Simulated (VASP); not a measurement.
# InAs (Immm) in VASP: notebook

The runs below take InAs through single point, with r2SCAN.

Program: VASP 6.6.1. These are calculated values, not measurements. Logs are shortened: lines on timing, memory, paths and dates and some standing lists are left out, and cuts for length are marked.

## 1. The cell of the first run

Symmetry: Immm, No. 71, orthorhombic system. The conventional cell has a = 3.866 Å, b = 4.273 Å, c = 5.755 Å, α = 90.00°, β = 90.00°, γ = 90.00°. In (site symmetry mmm) has 6 As at 2.88 Å and 2 In at 3.87 Å within 3.9 Å. As (site symmetry mmm) has 6 In at 2.88 Å and 2 As at 3.87 Å within 3.9 Å.

## 2. Single point, r2SCAN (strain -0.1000 x Voigt [0, 0, 0, 0, 1, 0])

The input, POSCAR:

```
InAs
1.0
   -0.1438652000      2.8773040000      2.8773040000
    2.7334388000      0.0000000000      2.7334388000
    2.8773040000      2.8773040000     -0.1438652000
In As
1 1
Direct
    0.5000000000      0.5000000000      0.5000000000
    0.0000000000      0.0000000000      0.0000000000
```

The input, INCAR.step1:

```
SYSTEM = InAs
ALGO = Normal ; EDIFF = 1E-4
ENCUT = 520 ; GGA = PE
ISMEAR = 0 ; LASPH = .TRUE.
LCHARG = .FALSE. ; LREAL = .FALSE.
LWAVE = .TRUE. ; NBANDS = 16
NELM = 80 ; PREC = Accurate
SIGMA = 0.15
```

The input, INCAR.step2:

```
SYSTEM = InAs
ALGO = Normal ; EDIFF = 1E-6
ENCUT = 520 ; ISIF = 2
ISMEAR = 0 ; ISTART = 1
LASPH = .TRUE. ; LCHARG = .FALSE.
LMIXTAU = .TRUE. ; LREAL = .FALSE.
LWAVE = .FALSE. ; METAGGA = R2SCAN
NBANDS = 16 ; NELM = 80
PREC = Accurate ; SIGMA = 0.15
```

The input, KPOINTS:

```
k-points
0
G
  14 14 14
  0 0 0
```

Potentials or basis: VASP PAW PBE potentials, release 64 (In_d, As).

The run is started by

```
> cat potpaw_PBE.64/In_d/POTCAR potpaw_PBE.64/As/POTCAR > POTCAR
> cp INCAR.step1 INCAR
> mpirun -np 1 vasp_std > vasp.out
> cp INCAR.step2 INCAR
> mpirun -np 1 vasp_std > vasp.out
```

OUTCAR:

```text
SYSTEM = InAs
   EDIFF = 1E-6
   ENCUT = 520
   ISIF = 2
   ISMEAR = 0
   ISTART = 1
   LASPH = .TRUE.
   LREAL = .FALSE.
   METAGGA = R2SCAN
   NELM = 80
   PREC = Accurate

 ion  position               nearest neighbor table
   1  0.500  0.500  0.500-   2 2.88   2 2.88   2 2.88   2 2.88   2 2.88   2 2.88
   2  0.000  0.000  0.000-   1 2.88   1 2.88   1 2.88   1 2.88   1 2.88   1 2.88

  LATTYP: Found a body centered orthorhombic cell.
 ALAT       =     3.8656662229
 B/A-ratio  =     1.1052631579
 C/A-ratio  =     1.4886458551

  Lattice vectors:

 A1 = (   2.8773040000,  -2.8773040000,  -0.1438652000)
 A2 = (  -2.8773040000,  -2.8773040000,   0.1438652000)
 A3 = (   0.1438652000,   2.8773040000,  -2.8773040000)

Analysis of symmetry for initial positions (statically):
=====================================================================
 Subroutine PRICEL returns:
 Original cell was already a primitive cell.

 Routine SETGRP: Setting up the symmetry group for a
 body centered orthorhombic supercell.

 Subroutine GETGRP returns: Found  8 space group operations
 (whereof  8 operations were pure point group operations)
 out of a pool of  8 trial point group operations.

The static configuration has the point symmetry D_2h.

Analysis of symmetry for dynamics (positions and initial velocities):
=====================================================================
 Subroutine PRICEL returns:
 Original cell was already a primitive cell.

 Routine SETGRP: Setting up the symmetry group for a
 body centered orthorhombic supercell.

 Subroutine GETGRP returns: Found  8 space group operations
 (whereof  8 operations were pure point group operations)
 out of a pool of  8 trial point group operations.

The dynamic configuration has the point symmetry D_2h.

 Subroutine INISYM returns: Found  8 space group operations
 (whereof  8 operations are pure point group operations),
 and found     1 'primitive' translations

----------------------------------------------------------------------------------------

                                     Primitive cell

  volume of cell :      47.5226

  direct lattice vectors                    reciprocal lattice vectors
    -0.143865200  2.877304000  2.877304000    -0.165498841  0.173773783  0.165498841
     2.733438800  0.000000000  2.733438800     0.182919771 -0.173773783  0.182919771
     2.877304000  2.877304000 -0.143865200     0.165498841  0.173773783 -0.165498841

  length of vectors
     4.071664747  3.865666223  4.071664747     0.291508250  0.311635385  0.291508250

  position of ions in fractional coordinates (direct lattice)
     0.500000000  0.500000000  0.500000000
     0.000000000  0.000000000  0.000000000

  ion indices of the primitive-cell ions
   primitive index   ion index
                 1           1
                 2           2

----------------------------------------------------------------------------------------

 KPOINTS: k-points

Automatic generation of k-mesh.
 Grid dimensions read from file:
 generate k-points for:   14   14   14

 Generating k-lattice:

  Cartesian coordinates                     Fractional coordinates (reciprocal lattice)
    -0.011821346  0.012412413  0.011821346     0.071428571  0.000000000  0.000000000
     0.013065698 -0.012412413  0.013065698     0.000000000  0.071428571  0.000000000
     0.011821346  0.012412413 -0.011821346     0.000000000  0.000000000  0.071428571

  Length of vectors
     0.020822018  0.022259670  0.020822018

  Shift w.r.t. Gamma in fractional coordinates (k-lattice)
     0.000000000  0.000000000  0.000000000

 Subroutine IBZKPT returns following result:
 ===========================================

 Found    428 irreducible k-points:

 Following reciprocal coordinates:
            Coordinates               Weight
  0.000000  0.000000  0.000000      1.000000
  0.071429  0.000000  0.000000      4.000000
  0.142857  0.000000 -0.000000      4.000000
  0.214286  0.000000  0.000000      4.000000
  0.285714  0.000000 -0.000000      4.000000
  0.357143  0.000000  0.000000      4.000000
[... 16 lines left out ...]
 -0.000000  0.142857 -0.000000      4.000000
  0.071429  0.142857 -0.000000      8.000000
 [... further k-points ...]
   k-points           NKPTS =    428   k-points in BZ     NKDIM =    428   number of bands    NBANDS=     16
   number of dos      NEDOS =    301   number of ions     NIONS =      2
   total plane-waves  NPLWV =  27000
   dimension x,y,z NGX =    30 NGY =   30 NGZ =   30
   dimension x,y,z NGXF=    60 NGYF=   60 NGZF=   60
   ions per type =               1   1
   NGX,Y,Z   is equivalent  to a cutoff of  12.25, 12.90, 12.25 a.u.
   NGXF,Y,Z  is equivalent  to a cutoff of  24.50, 25.80, 24.50 a.u.
 SYSTEM =  InAs
   PREC   = accura    normal or accurate (medium, high low for compatibility)
   ISTART =      1    job   : 0-new  1-cont  2-samecut
   ICHARG =      0    charge: 1-file 2-atom 10-const
   ISPIN  =      1    spin polarized calculation?
   LNONCOLLINEAR =      F non collinear calculations
   LSORBIT =      F    spin-orbit coupling
   LASPH  =      T    aspherical Exc in radial PAW
   ENCUT  =  520.0 eV  38.22 Ry    6.18 a.u.   7.57  7.19  7.57*2*pi/ulx,y,z
   NELM   =     80;   NELMIN=  2; NELMDL=  0     # of ELM steps
   EDIFF  = 0.1E-05   stopping-criterion for ELM
   LREAL  =      F    real-space projection
[... 7 lines left out ...]
   TEBEG  =    0.0;   TEEND  =   0.0 temperature during run
   PSTRESS=    0.0 pullay stress
   NELECT =      18.0000    total number of electrons
   NUPDOWN=      -1.0000    fix difference up-down
   EMIN   =  10.00;   EMAX   =-10.00  energy-range for DOS
   EFERMI =   0.00;   METHOD = LEGACY
   ISMEAR =     0;   SIGMA  =   0.15  broadening in eV -4-tet -1-fermi 0-gaus
   EFERMI_NEDOS =   21; number of points for ismear=-14 and -15
   IALGO  =     38    algorithm
   IMIX   =      4    mixing-type and parameters
     AMIX     =   0.40;   BMIX     =  1.00
     AMIX_MAG =   1.60;   BMIX_MAG =  1.00
  volume/ion in A,a.u.               =      23.76       160.35
  Fermi-wavevector in a.u.,A,eV,Ry     =   1.184492  2.238366 19.089277  1.403022
  Thomas-Fermi vector in A             =   2.320706
   LORBIT       =      0    0 simple, 1 ext, 2 COOP (PROOUT), +10 PAW based schemes
   METAGGA = R2SCAN    functional components
   LHFCALC =     F    Hartree Fock is set to
   AEXX    =    0.0000 exact exchange contribution
   IVDW    =     0    specifies the selected vdW correction
   LEPSILON=     F    determine dielectric tensor
   LRPA    =     F    only Hartree local field effects (RPA)
 non-spin polarized calculation
 Gauss-broadening in eV      SIGMA  =   0.15
  energy-cutoff  :      520.00
  volume of cell :       47.52
 maximum number of plane-waves:      1298
   NGX = 15   NGY = 15   NGZ = 15

 number of electron      17.9999999 magnetization

 Free energy of the ion-electron system (eV)
  ---------------------------------------------------
  ext. energy  EPLUGINS =         0.00000000
  ---------------------------------------------------
  free energy    TOTEN  =       -37.54438732 eV

  energy without entropy =      -37.53368717  energy(sigma->0) =      -37.53903725

 E-fermi :   5.8296     XC(G=0): -10.6880

 val. band max:        5.8192705045   @ k =   0.2143  -0.1429   0.0714
 cond. band min:       5.8305518578   @ k =   0.0000   0.5000  -0.0000
 fundamental gap:      0.0112813533
 Fermi energy:         5.8295986833

 k-point     1 :       0.0000    0.0000    0.0000
  band No.  band energies     occupation
      1      -9.1104      2.00000
      2      -9.0958      2.00000
      3      -9.0615      2.00000
      4      -9.0596      2.00000
      5      -9.0594      2.00000
      6      -6.7960      2.00000
[... 8 lines left out ...]
     15      13.9877      0.00000
     16      14.2530      0.00000

 k-point     2 :       0.0714    0.0000    0.0000
  band No.  band energies     occupation
      1      -9.1126      2.00000
      2      -9.0970      2.00000
      3      -9.0610      2.00000
      4      -9.0581      2.00000
      5      -9.0577      2.00000
      6      -6.7423      2.00000
[... 8 lines left out ...]
     15      14.1199      0.00000
     16      14.4690      0.00000

 k-point     3 :       0.1429    0.0000   -0.0000
  band No.  band energies     occupation
      1      -9.1190      2.00000
      2      -9.1010      2.00000
      3      -9.0613      2.00000
      4      -9.0522      2.00000
      5      -9.0522      2.00000
      6      -6.5837      2.00000
[... 8 lines left out ...]
     15      14.1195      0.00000
     16      14.8589      0.00000

 k-point     4 :       0.2143    0.0000    0.0000
  band No.  band energies     occupation
      1      -9.1288      2.00000
      2      -9.1079      2.00000
      3      -9.0620      2.00000
      4      -9.0432      2.00000
      5      -9.0432      2.00000
      6      -6.3288      2.00000
[... 8 lines left out ...]
     15      14.4359      0.00000
     16      15.4412      0.00000

 k-point     5 :       0.2857    0.0000   -0.0000
  band No.  band energies     occupation
      1      -9.1402      2.00000
      2      -9.1161      2.00000
      3      -9.0627      2.00000
      4      -9.0332      2.00000
      5      -9.0326      2.00000
      6      -5.9975      2.00000
[... 8 lines left out ...]
     15      15.2674      0.00000
     16      16.2135      0.00000

 k-point     6 :       0.3571    0.0000    0.0000
  band No.  band energies     occupation
      1      -9.1508      2.00000
      2      -9.1238      2.00000
      3      -9.0636      2.00000
      4      -9.0242      2.00000
      5      -9.0227      2.00000
      6      -5.6323      2.00000
[... 8 lines left out ...]
     15      16.2540      0.00000
     16      17.1465      0.00000
[... 267 lines left out ...]
 k-point    21 :      -0.1429    0.0714   -0.0000
  band No.  band energies     occupation
      1      -9.1220      2.00000
      2      -9.1046      2.00000
      3      -9.0644      2.00000
      4      -9.0521      2.00000
      5      -9.0445      2.00000
      6      -6.4464      2.00000
[... 8 lines left out ...]
     15      14.6155      0.00000
     16      15.3843      0.00000

 k-point    22 :      -0.0714    0.0714   -0.0000
  band No.  band energies     occupation
      1      -9.1130      2.00000
      2      -9.0997      2.00000
      3      -9.0632      2.00000
      4      -9.0577      2.00000
      5      -9.0532      2.00000
      6      -6.6418      2.00000
[... 8 lines left out ...]
     15      14.4060      0.00000
     16      14.5976      0.00000

 k-point    23 :      -0.0000    0.1429   -0.0000
  band No.  band energies     occupation
      1      -9.1085      2.00000
      2      -9.1043      2.00000
      3      -9.0641      2.00000
      4      -9.0579      2.00000
      5      -9.0514      2.00000
      6      -6.5500      2.00000
[... 8 lines left out ...]
     15      13.8015      0.00000
     16      14.4984      0.00000

 k-point    24 :       0.0714    0.1429   -0.0000
  band No.  band energies     occupation
      1      -9.1159      2.00000
      2      -9.0980      2.00000
      3      -9.0643      2.00000
      4      -9.0575      2.00000
      5      -9.0520      2.00000
      6      -6.5693      2.00000
[... 8 lines left out ...]
     15      14.2743      0.00000
     16      14.9151      0.00000

 [... further k-points ...]
[... 5 lines left out ...]
  --------------------------------------------------------------------------------------
  -------------------------------------------------------------------------------------
  Total       -0.5753725     -0.7545701     -0.5753725      0.0000000      0.0000000      0.5879629
  in kB      -19.3981148    -25.4395856    -19.3981148      0.0000000      0.0000000     19.8225877
  external PRESSURE =     -21.4119384 kB  Pullay stress =       0.0000000 kB

 VOLUME and BASIS-vectors are now :
 -----------------------------------------------------------------------------
  energy-cutoff  :      520.00
  volume of cell :       47.52
      direct lattice vectors                 reciprocal lattice vectors
    -0.143865200  2.877304000  2.877304000    -0.165498841  0.173773783  0.165498841
     2.733438800  0.000000000  2.733438800     0.182919771 -0.173773783  0.182919771
     2.877304000  2.877304000 -0.143865200     0.165498841  0.173773783 -0.165498841

 POSITION                                       TOTAL-FORCE (eV/Angst)
 -----------------------------------------------------------------------------------
      2.73344      2.87730      2.73344         0.000000      0.000000     -0.000000
      0.00000      0.00000      0.00000        -0.000000     -0.000000      0.000000
 -----------------------------------------------------------------------------------
    total drift:                                0.000000      0.000000      0.000000

  FREE ENERGIE OF THE ION-ELECTRON SYSTEM (eV)
  ---------------------------------------------------
  free  energy   TOTEN  =       -37.5443873244 eV

  energy  without entropy=      -37.5336871671  energy(sigma->0) =      -37.53903725
```

Run time: 17 min. Hardware: 1 thread of Oxide Virtual Turin-like, shared host; peak memory 0.41 GiB.

What came out:

```yaml
Free_energy: -37.5444 eV
Pressure: -2.1 GPa
Band_gap_on_the_k_mesh: zero (bands 9 and 10 overlap by 3.03 eV)
```

Caveat: the cell differs from its parent crystal (strain -0.1000 x Voigt [0, 0, 0, 0, 1, 0]); the PAW data sets were made with another functional, which shifts forces and pressure a little; spin-orbit coupling is left out, which moves the levels of the heavy elements.

## 3. Single point, r2SCAN (strain +0.0750 x Voigt [0, 0, 0, 0, 1, 0])

The input, POSCAR:

```
InAs
1.0
    0.1078989000      2.8773040000      2.8773040000
    2.9852029000      0.0000000000      2.9852029000
    2.8773040000      2.8773040000      0.1078989000
In As
1 1
Direct
    0.5000000000      0.5000000000      0.5000000000
    0.0000000000      0.0000000000      0.0000000000
```

The input, INCAR.step1:

```
PREC     = Accurate       # precision mode
ENCUT    = 520            # plane-wave cutoff, eV
ISMEAR   = 0              # smearing method
SIGMA    = 0.15           # smearing width, eV
LREAL    = False          # projectors in reciprocal space
LASPH    = True           # aspherical terms in the spheres
NELM     = 80             # most SCF steps
NBANDS   = 16             # bands
GGA      = PE             # functional
ALGO     = Normal         # electronic algorithm
EDIFF    = 1E-4           # SCF threshold, eV
LWAVE    = True           # write WAVECAR
LCHARG   = False          # write CHGCAR
```

The input, INCAR.step2:

```
PREC     = Accurate       # precision mode
ENCUT    = 520            # plane-wave cutoff, eV
EDIFF    = 1E-6           # SCF threshold, eV
ISMEAR   = 0              # smearing method
SIGMA    = 0.15           # smearing width, eV
LREAL    = False          # projectors in reciprocal space
LASPH    = True           # aspherical terms in the spheres
NELM     = 80             # most SCF steps
ALGO     = Normal         # electronic algorithm
ISIF     = 2              # what is computed and relaxed
LWAVE    = False          # write WAVECAR
LCHARG   = False          # write CHGCAR
METAGGA  = R2SCAN         # meta-GGA
LMIXTAU  = True         
NBANDS   = 16             # bands
ISTART   = 1
```

The input, KPOINTS:

```
regular mesh
0
Gamma
  14 14 14
```

Potentials or basis: VASP PAW PBE potentials, release 64 (In_d, As).

The run is started by

```
> cat potpaw_PBE.64/In_d/POTCAR potpaw_PBE.64/As/POTCAR > POTCAR
> cp INCAR.step1 INCAR
> mpirun -np 1 vasp_std > vasp.out
> cp INCAR.step2 INCAR
> mpirun -np 1 vasp_std > vasp.out
```

Wall time 29 min (1 thread of Oxide Virtual Turin-like, shared host); peak memory 0.42 GiB.

It converged, with:

| Item | Value |
| --- | --- |
| Free energy | -37.5570 eV |
| Pressure | -2.2 GPa |
| Band gap on the k mesh | zero (bands 9 and 10 overlap by 2.93 eV) |

Stress tensor (GPa, compression positive):
```
-2.10  0.00 -1.59
 0.00 -2.44  0.00
-1.59  0.00 -2.10
```

Levels at points of the mesh, in eV from the Fermi level:
| k point | band 7 | band 8 | band 9 | band 10 | band 11 | band 12 |
| --- | --- | --- | --- | --- | --- | --- |
| (0.00, 0.00, 0.00) | -0.67 | -0.31 | -0.29 | 0.17 | 7.07 | 7.69 |
| (0.50, 0.00, 0.00) | -6.52 | -0.10 | 0.06 | 2.22 | 3.15 | 3.55 |
| (0.00, 0.50, 0.00) | -6.85 | 0.16 | 0.42 | 2.74 | 3.74 | 4.03 |
| (0.50, 0.50, 0.00) | -4.86 | -2.79 | -2.35 | -2.33 | 4.27 | 9.36 |
| (0.50, 0.00, 0.50) | -4.85 | -2.87 | -2.82 | -1.82 | 4.36 | 9.81 |

Caveat: the cell differs from its parent crystal (strain +0.0750 x Voigt [0, 0, 0, 0, 1, 0]); the PAW data sets were made with another functional, which shifts forces and pressure a little; spin-orbit coupling is left out, which moves the levels of the heavy elements.
